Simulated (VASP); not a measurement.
Runs of VASP 6.6.1 on GaN. The structure is that of space group P6_3mc (No. 186), or close to it. The cells are those of the table. 

```csv
level,potentials or basis,cell,k mesh,smearing,gap on the mesh (eV),pressure (GPa),largest force (eV/Å)
LDA,"VASP PAW LDA potentials, release 64 (Ga_d, N)","a = 3.212, b = 3.212, c = 10.357 Å, angles 90.0, 90.0, 120.0°, 8 atoms",12 × 12 × 4,gaussian 0.01 eV,0.84,(d),(c)
PBEsol,"VASP PAW PBE potentials, release 64 (Ga_d, N)","a = 3.212, b = 3.212, c = 10.357 Å, angles 90.0, 90.0, 120.0°, 8 atoms",12 × 12 × 4,gaussian 0.01 eV,0.79,-6.2,0.23
PBE,"VASP PAW PBE potentials, release 64 (Ga_d, N)","a = 3.212, b = 3.212, c = 10.357 Å, angles 90.0, 90.0, 120.0°, 8 atoms",10 × 10 × 3,fermi-dirac 0.05 eV,0.82,-0.1,(a)
PBEsol,"VASP PAW PBE potentials, release 64 (Ga_d, N)","a = 3.146, b = 3.146, c = 10.145 Å, angles 90.0, 90.0, 120.0°, 8 atoms",10 × 10 × 3,fermi-dirac 0.05 eV,1.25,5.0,(b)
PBEsol,"VASP PAW PBE potentials, release 64 (Ga_d, N)","a = 3.212, b = 3.212, c = 10.357 Å, angles 90.0, 90.0, 120.0°, 8 atoms",10 × 10 × 3,fermi-dirac 0.05 eV,0.79,-6.3,0.23
```

Alike in all rows: task single point; no spin polarisation; cutoff (eV) 520.

Fill in the values left out.

(a) 0.33; (b) 0.64; (c) 0.21; (d) -10.3.

Caveats: the PAW data sets were made with another functional, which shifts forces and pressure a little (some runs).

A k mesh can miss the band edges, and the runs leave out spin-orbit coupling on Ga.
